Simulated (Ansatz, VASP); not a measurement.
# Si4BW: VASP beside Ansatz

```
Si B W
1.0
     3.74047    0.00000    0.00000
     0.00000    3.74047    0.00000
     0.00000    0.00000    6.58867
Si B W
4 1 1
Direct
  0.50000 0.50000 0.82211
  0.50000 0.50000 0.17789
  0.50000 0.00000 0.50000
  0.00000 0.50000 0.50000
  0.50000 0.50000 0.50000
  0.00000 0.00000 0.00000
```

Change from the starting cell: species swapped into the RbAlF4 type (P4/mmm, No. 123).

Alike in both runs: functional PBE; k mesh 10 × 10 × 6; occupations gaussian, width 0.1 eV; no spin polarisation.

Ansatz relaxed the structure, and its values are those at the end. VASP's run is a single point on that final structure, the one shown.

```csv
,VASP,Ansatz
version,VASP 6.6.1,Ansatz 0.2.0
potentials or method,"VASP PAW PBE potentials, release 64 (Si, B, W_sv), cutoff 520 eV","scalar-relativistic, plane waves, PAW"
valence electrons in the cell,33,33
```

Ansatz gave:

- gap on the k mesh at the Fermi level (eV): none
- pressure (GPa): 0.0

**Question.** Which values does VASP return?

**Answer.** gap on the k mesh at the Fermi level (eV): none; pressure (GPa): -0.1.

A gap of «none» marks a metal or a gap that the smearing closes. The functional is the same, so the differences come from potentials, cutoffs and numerics.

Spin-orbit coupling is off throughout.
